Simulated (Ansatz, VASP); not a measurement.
## Mg12H: VASP beside Ansatz

```
Mg H
1.0
     6.42000    0.00000    0.00000
    -4.81500    8.33982    0.00000
     0.00000    0.00000    5.21304
Mg H
12 1
Direct
  0.99878 0.99908 0.00193
  0.16472 0.22207 0.50295
  0.99938 0.33358 0.00131
  0.16447 0.55492 0.49860
  0.99879 0.66690 0.00024
  0.16771 0.89096 0.49821
  0.49979 0.99972 0.00078
  0.66769 0.22299 0.49991
  0.50135 0.33437 0.00162
  0.66682 0.55637 0.49802
  0.50035 0.66771 0.99707
  0.66712 0.89019 0.49798
  0.83324 0.44808 0.75075
```

Alike in both runs: functional PBEsol; k mesh 4 × 3 × 4; occupations gaussian, width 0.1 eV; no spin polarisation.

Ansatz relaxed the structure, and its values are those at the end. VASP's run is a single point on that final structure, the one shown.

|  | VASP | Ansatz |
| --- | --- | --- |
| version | VASP 6.6.1 | Ansatz 0.2.0 |
| potentials or method | VASP PAW PBE potentials, release 64 (Mg, H), cutoff 520 eV | scalar-relativistic, plane waves, PAW |
| valence electrons in the cell | 25 | 121 |

```csv
,VASP,Ansatz,Ansatz less VASP
rms of the force components (eV/Å),0.004,0.004,-0.0001
```

VASP's potentials were made for PBE, not for PBEsol. VASP's potentials hold 25 valence electrons a cell and Ansatz's 121, so a difference there can come from the potentials and not from the codes.
